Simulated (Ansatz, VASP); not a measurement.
# MoS2: VASP beside Ansatz

```
Mo S
1.0
     3.13455    0.00000    0.00000
    -1.56728    2.71460    0.00000
     0.00000    0.00000    6.97657
Mo S
1 2
Direct
  0.00000 0.00000 0.00000
  0.33333 0.66667 0.23579
  0.33333 0.66667 0.76421
```

Alike in both runs: task single point; functional PBE; dispersion D3(BJ); k mesh 12 × 12 × 6; occupations gaussian, width 0.05 eV; no spin polarisation.

|  | VASP | Ansatz |
| --- | --- | --- |
| version | VASP 6.6.1 | Ansatz 0.2.0 |
| potentials or method | VASP PAW PBE potentials, release 64 (Mo_sv, S), cutoff 500 eV | scalar-relativistic, plane waves, PAW |
| valence electrons in the cell | 26 | 26 |

Ansatz gave:

- gap on the k mesh at the Fermi level (eV): 1.33
- least direct gap on the mesh (eV): 1.93
- pressure (GPa): -5.5
- traceless stress, the component that is largest in VASP (GPa): -6.27
- rms of the force components (eV/Å): 0.573

Q: What did VASP give for the same quantities?

A: gap on the k mesh at the Fermi level (eV): 1.33; least direct gap on the mesh (eV): 1.93; pressure (GPa): -5.6; traceless stress, the component that is largest in VASP (GPa): -6.31; rms of the force components (eV/Å): 0.577.

Atom by atom the forces differ by 0.004 eV/Å (rms over components).
